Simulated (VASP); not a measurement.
Input of a VASP 6.6.1 run:

Contents of INCAR:

```
PREC = Accurate ; ENCUT = 520
EDIFF = 1E-6 ; ISMEAR = 0
SIGMA = 0.05 ; LREAL = F
LASPH = T ; NELM = 100
ALGO = Normal ; ISIF = 2
LWAVE = F ; LCHARG = F
GGA = CA ; NBANDS = 20
```

The input KPOINTS:

```
Automatic mesh
0
Gamma
  12 12 4
```

File POSCAR:

```
Al2O3
1.0
    2.8410600741      0.0000000000      0.0000000000
   -1.4205300371      2.4604301978      0.0000000000
    0.0000000000      0.0000000000      9.6168570938
Al O
2 3
Direct
    0.0000000000      0.0000000000      0.1499923300
    0.0000000000      0.0000000000      0.8500076700
    0.3333333333      0.6666666667      0.2223169200
    0.6666666667      0.3333333333      0.0000000000
    0.3333333333      0.6666666667      0.7776830800
```

Potentials or basis: VASP PAW LDA potentials, release 64 (Al, O).

Launch:

```bash
$ cat potpaw_LDA.64/Al/POTCAR potpaw_LDA.64/O/POTCAR > POTCAR
$ mpirun -np 1 vasp_std > vasp.out
```

Estimate the largest force.

0.597 eV/Å.

Estimate the pressure.

-4.1 GPa.

Predict the band gap on the k mesh.

5.14 eV, indirect (least direct gap 5.26 eV).

Stress tensor (GPa, compression positive):
```
 -1.12   0.00   0.00
  0.00  -1.12   0.00
  0.00   0.00 -10.01
```

Caveat: the cell differs from its parent crystal (strain -0.015 along x and y, +0.030 along z). A k mesh can miss the band edges.
